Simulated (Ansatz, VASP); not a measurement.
TiO2: VASP beside Ansatz

POSCAR

```
TiO2
1.0
    0.0000000000      2.4205597622      2.4205597622
    2.4205597622      0.0000000000      2.4205597622
    2.4205597622      2.4205597622      0.0000000000
Ti O
1 2
Direct
    0.0000000000      0.0000000000      0.0000000000
    0.2500000000      0.2500000000      0.2500000000
    0.7500000000      0.7500000000      0.7500000000
```

INCAR.step1

```
SYSTEM = TiO2
PREC = Accurate ; ENCUT = 910
ISMEAR = 0 ; SIGMA = 0.01
LREAL = .False. ; LASPH = .True.
NELM = 120 ; NBANDS = 19
GGA = PE ; ALGO = Normal
EDIFF = 1E-5 ; LWAVE = .True.
LCHARG = .False. ; GGA_COMPAT = .False.
```

The input INCAR.step2:

```
SYSTEM = TiO2
PREC = Accurate ; ENCUT = 910
EDIFF = 1E-6 ; ISMEAR = 0
SIGMA = 0.01 ; LREAL = .False.
LASPH = .True. ; NELM = 120
ALGO = Normal ; ISIF = 2
LWAVE = .False. ; LCHARG = .False.
METAGGA = R2SCAN ; LMIXTAU = .True.
NBANDS = 19 ; ISTART = 1
GGA_COMPAT = .False.
```

KPOINTS

```
regular mesh
0
Gamma
  8 8 8
  0 0 0
```

Input for Ansatz:

```yaml
crystal:
  lattice:
    - [0.0, 2.4205597622, 2.4205597622]
    - [2.4205597622, 0.0, 2.4205597622]
    - [2.4205597622, 2.4205597622, 0.0]
  atoms:
    - { symbol: Ti, position: [0.0, 0.0, 0.0] }
    - { symbol: O, position: [0.25, 0.25, 0.25] }
    - { symbol: O, position: [0.75, 0.75, 0.75] }
kpoints:
  mp_grid: { grid: [8, 8, 8] }
hamiltonian:
  xc: r2scan
scf:
  occupations: { method: fixed }
  n_extra_bands: 4
output:
  forces: true
  stress: true
  eigenvalues: true
```

Alike in both runs: task single point; functional r2SCAN; k mesh 8 × 8 × 8; no spin polarisation.

```csv
,VASP,Ansatz
version,VASP 6.6.1,Ansatz 0.2.0
potentials or method,"VASP PAW PBE potentials, release 64 (Ti_sv, O_h)","plane waves, PAW"
plane-wave cutoff (eV),910,500
occupations,"gaussian, width 0.01 eV",fixed
valence electrons in the cell,24,24
```

Ansatz gave:

```
gap on the k mesh at the Fermi level (eV) : 1.47
```

Q: Which values does VASP return?

A: gap on the k mesh at the Fermi level (eV): 1.51.

VASP's potentials were made for PBE, not for r2SCAN.

Noted on VASP's run: the cutoff is short for stress, so the pressure is rough.
